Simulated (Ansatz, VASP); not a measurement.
**One calculation of MgO, two programs**

The input INCAR:

```
PREC = Accurate
ENCUT = 520
EDIFF = 1E-6
ISMEAR = 0
SIGMA = 0.05
LREAL = False
LASPH = True
NELM = 80
ALGO = Normal
ISIF = 2
LWAVE = False
LCHARG = True
GGA = PE
LELF = True
LVHAR = True
NBANDS = 16
```

Contents of KPOINTS:

```
regular mesh
0
Gamma
  9 9 6
```

POSCAR

```
MgO
1.0
    3.5474000000      0.0000000000      0.0000000000
   -1.7737000000      3.0721385174      0.0000000000
    0.0000000000      0.0000000000      4.7118000000
Mg O
2 2
Direct
    0.3333333333      0.6666666667      0.0063188013
    0.6666666667      0.3333333333      0.5063188013
    0.3333333333      0.6666666667      0.3982811987
    0.6666666667      0.3333333333      0.8982811987
```

Input for Ansatz:

```yaml
crystal:
  lattice:
    - [3.5474, 0.0, 0.0]
    - [-1.7737, 3.0721385174, 0.0]
    - [0.0, 0.0, 4.7118]
  atoms:
    - { symbol: Mg, position: [0.3333333333, 0.6666666667, 0.0063188013] }
    - { symbol: Mg, position: [0.6666666667, 0.3333333333, 0.5063188013] }
    - { symbol: O, position: [0.3333333333, 0.6666666667, 0.3982811987] }
    - { symbol: O, position: [0.6666666667, 0.3333333333, 0.8982811987] }
basis:
  ecutwfc: 520.0
kpoints:
  mp_grid: { grid: [9, 9, 6] }
hamiltonian:
  xc: pbe
  pseudopotentials: { kind: paw, azcp: { folder: soft_1 } }
scf:
  occupations: { method: gaussian, width: 0.05 }
output:
  forces: true
  stress: true
  eigenvalues: true
  write_density: true
  write_potential: true
  elf: true
  volumetric_format: npy
```

Alike in both runs: task single point; functional PBE; k mesh 9 × 9 × 6; occupations gaussian, width 0.05 eV; no spin polarisation.

|  | VASP | Ansatz |
| --- | --- | --- |
| version | VASP 6.6.1 | Ansatz 0.2.0 |
| potentials or method | VASP PAW PBE potentials, release 64 (Mg, O), cutoff 520 eV | scalar-relativistic, plane waves, PAW |
| valence electrons in the cell | 16 | 32 |

```tsv
	VASP	Ansatz	Ansatz less VASP
gap on the k mesh at the Fermi level (eV)	2.95	2.97	+0.020
least direct gap on the mesh (eV)	2.95	2.97	+0.020
pressure (GPa)	-3.4	-2.9	+0.43
traceless stress, the component that is largest in VASP (GPa)	18.47	18.23	-0.244
rms of the force components (eV/Å)	1.067	1.053	-0.0132
```

Atom by atom the forces differ by 0.013 eV/Å (rms over components). The functional is the same, so the differences come from potentials, cutoffs and numerics. VASP's potentials hold 16 valence electrons a cell and Ansatz's 32, so a difference there can come from the potentials and not from the codes.
